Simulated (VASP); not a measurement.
Here is a VASP 6.6.1 calculation.

Contents of INCAR:

```
SYSTEM = SnTe
PREC = Accurate
ENCUT = 520
EDIFF = 1E-6
ISMEAR = -1
SIGMA = 0.1
LREAL = .FALSE.
LASPH = .TRUE.
NELM = 100
ALGO = Normal
ISIF = 2
LWAVE = .FALSE.
LCHARG = .FALSE.
GGA = CA
NBANDS = 17
```

File KPOINTS:

```
Automatic mesh
0
G
  7 7 7
  0 0 0
```

The input POSCAR:

```
SnTe
1.0
    0.0000000000      3.6111460000      3.6111460000
    3.6111460000      0.0000000000      3.6111460000
    3.6111460000      3.6111460000      0.0000000000
Te Sn
1 1
Direct
    0.2500000000      0.2500000000      0.2500000000
    0.0000000000      0.0000000000      0.0000000000
```

Potentials or basis: VASP PAW LDA potentials, release 64 (Te, Sn_d).

The run is started by

```bash
$ cat potpaw_LDA.64/Te/POTCAR potpaw_LDA.64/Sn_d/POTCAR > POTCAR
$ mpirun -np 1 vasp_std > vasp.out
```

**Question.** What does it give for the band gap on the k mesh?

**Answer.** 0.26 eV, indirect (least direct gap 0.76 eV).

**Question.** Estimate the pressure.

**Answer.** -2.2 GPa.

Caveat: spin-orbit coupling is left out, which moves the levels of the heavy elements. A k mesh can miss the band edges.
